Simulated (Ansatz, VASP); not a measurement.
# Cu4Re3: VASP beside Ansatz

```xyz
7
Lattice="4.8806 0.0000 0.0000 0.0000 4.8806 0.0000 0.0000 0.0000 4.8806" Properties=species:S:1:pos:R:3 pbc="T T T"
Cu    0.0000    0.0000    0.0000
Cu    0.0000    2.4403    2.4403
Cu    2.4403    0.0000    2.4403
Cu    2.4403    2.4403    0.0000
Re    2.4403    0.0000    0.0000
Re    0.0000    2.4403    0.0000
Re    0.0000    0.0000    2.4403
```

Alike in both runs: functional PBE; k mesh 4 × 4 × 4; occupations gaussian, width 0.1 eV; no spin polarisation.

Ansatz relaxed the structure, and its values are those at the end. VASP's run is a single point on that final structure, the one shown.

|  | VASP | Ansatz |
| --- | --- | --- |
| version | VASP 6.6.1 | Ansatz 0.2.0 |
| potentials or method | VASP PAW PBE potentials, release 64 (Cu, Re), cutoff 520 eV | scalar-relativistic, plane waves, PAW |
| valence electrons in the cell | 65 | 121 |

VASP gave:

* gap on the k mesh at the Fermi level (eV): none
* pressure (GPa): 0.0

Question: What did Ansatz give for the same quantities?

Answer: gap on the k mesh at the Fermi level (eV): none; pressure (GPa): 0.2.

A gap of «none» marks a metal or a gap that the smearing closes. VASP's potentials hold 65 valence electrons a cell and Ansatz's 121, so a difference there can come from the potentials and not from the codes.

Neither program's run includes spin-orbit coupling.
